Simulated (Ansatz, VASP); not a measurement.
One calculation of CdF2, two programs

File INCAR:

```
ALGO = Normal ; EDIFF = 1E-6
ENCUT = 520 ; GGA = RE
ISIF = 2 ; ISMEAR = 0
IVDW = 13 ; LASPH = T
LCHARG = F ; LREAL = F
LWAVE = F ; NBANDS = 20
NELM = 80 ; PREC = Accurate
SIGMA = 0.05
```

KPOINTS

```
k-points
0
Gamma
  8 8 8
```

Contents of POSCAR:

```
CdF2
1.0
    0.0000000000      2.7197245329      2.7197245329
    2.7197245329      0.0000000000      2.7197245329
    2.7197245329      2.7197245329      0.0000000000
Cd F
1 2
Direct
    0.0000000000      0.0000000000      0.0000000000
    0.2500000000      0.2500000000      0.2500000000
    0.7500000000      0.7500000000      0.7500000000
```

Input for Ansatz:

```yaml
crystal:
  lattice:
    - [0.0, 2.7197245329, 2.7197245329]
    - [2.7197245329, 0.0, 2.7197245329]
    - [2.7197245329, 2.7197245329, 0.0]
  atoms:
    - { symbol: Cd, position: [0.0, 0.0, 0.0] }
    - { symbol: F, position: [0.25, 0.25, 0.25] }
    - { symbol: F, position: [0.75, 0.75, 0.75] }
basis:
  ecutwfc: 420
  ecutrho_ratio: 4
kpoints:
  mp_grid: { grid: [8, 8, 8] }
hamiltonian:
  xc: revpbe
  dispersion: d4
scf:
  occupations: { method: gaussian, width: 0.05 }
output:
  forces: true
  stress: true
  eigenvalues: true
```

Alike in both runs: task single point; functional revPBE; dispersion D4; k mesh 8 × 8 × 8; occupations gaussian, width 0.05 eV; no spin polarisation.

```csv
,VASP,Ansatz
version,VASP 6.6.1,Ansatz 0.2.0
potentials or method,"VASP PAW PBE potentials, release 64 (Cd, F), cutoff 520 eV","scalar-relativistic, plane waves, PAW"
valence electrons in the cell,26,34
```

|  | VASP | Ansatz | Ansatz less VASP |
| --- | --- | --- | --- |
| gap on the k mesh at the Fermi level (eV) | 3.12 | 3.15 | +0.032 |
| least direct gap on the mesh (eV) | 3.66 | 3.69 | +0.030 |
| pressure (GPa) | 2.6 | 2.0 | -0.64 |

VASP's potentials were made for PBE, not for revPBE. VASP's potentials hold 26 valence electrons a cell and Ansatz's 34, so a difference there can come from the potentials and not from the codes.
